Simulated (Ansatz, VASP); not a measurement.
## Sc3Cu2 in VASP and in Ansatz

INCAR

```
ALGO = Normal
EDIFF = 1E-7
EDIFFG = -0.04
ENCUT = 600
GGA = PE
IBRION = 2
ISIF = 3
ISMEAR = 0
LASPH = T
LCHARG = F
LREAL = F
LWAVE = F
NELM = 80
NSW = 90
PREC = Accurate
SIGMA = 0.1
```

KPOINTS

```
k-points
0
Gamma
  4 4 4
```

Contents of POSCAR:

```
Sc3Cu2
1.0
    4.5326779200      0.0000000000      0.0000000000
    0.0000000000      4.5326779200      0.0000000000
    0.0000000000      0.0000000000      4.5326779200
Sc Cu
3 2
Direct
    0.5000000000      0.0000000000      0.0000000000
    0.0000000000      0.5000000000      0.0000000000
    0.0000000000      0.0000000000      0.5000000000
    0.5000000000      0.5000000000      0.5000000000
    0.0000000000      0.0000000000      0.0000000000
```

Input for Ansatz:

```yaml
crystal:
  lattice:
    - [4.53267792, 0.0, 0.0]
    - [0.0, 4.53267792, 0.0]
    - [0.0, 0.0, 4.53267792]
  atoms:
    - { symbol: Sc, position: [0.5, 0.0, 0.0] }
    - { symbol: Sc, position: [0.0, 0.5, 0.0] }
    - { symbol: Sc, position: [0.0, 0.0, 0.5] }
    - { symbol: Cu, position: [0.5, 0.5, 0.5] }
    - { symbol: Cu, position: [0.0, 0.0, 0.0] }
basis:
  ecutwfc: 420
kpoints:
  mp_grid: { grid: [4, 4, 4] }
hamiltonian:
  xc: pbe
scf:
  occupations: { method: gaussian, width: 0.1 }
  lower_state_search: "off"
output:
  forces: true
  stress: true
  eigenvalues: true
relax:
  adjacent_minimum: "off"
  f_tol: 0.04
  max_steps: 70
  cell: { stress_tol: 0.4 }
```

Alike in both runs: task relaxation of cell and atoms; functional PBE; k mesh 4 × 4 × 4; occupations gaussian, width 0.1 eV; no spin polarisation.

|  | VASP | Ansatz |
| --- | --- | --- |
| version | VASP 6.6.1 | Ansatz 0.2.0 |
| potentials or method | VASP PAW PBE potentials, release 64 (Sc_sv, Cu), cutoff 600 eV | scalar-relativistic, plane waves, PAW |
| valence electrons in the cell | 55 | 71 |

|  | VASP | Ansatz | Ansatz less VASP |
| --- | --- | --- | --- |
| gap on the k mesh at the Fermi level, each at its own relaxed structure (eV) | none | none | - |
| relaxed volume (Å³/atom) | 23.61 | 23.58 | -0.025 |
| relaxed cell length with the largest relative difference (Å) | 4.906 | 4.904 | -0.0017 |

A gap of «none» marks a metal or a gap that the smearing closes. VASP's potentials hold 55 valence electrons a cell and Ansatz's 71, so a difference there can come from the potentials and not from the codes.

Noted on VASP's run: the volume moved by over 15 % at a fixed basis, so the end points are rough.
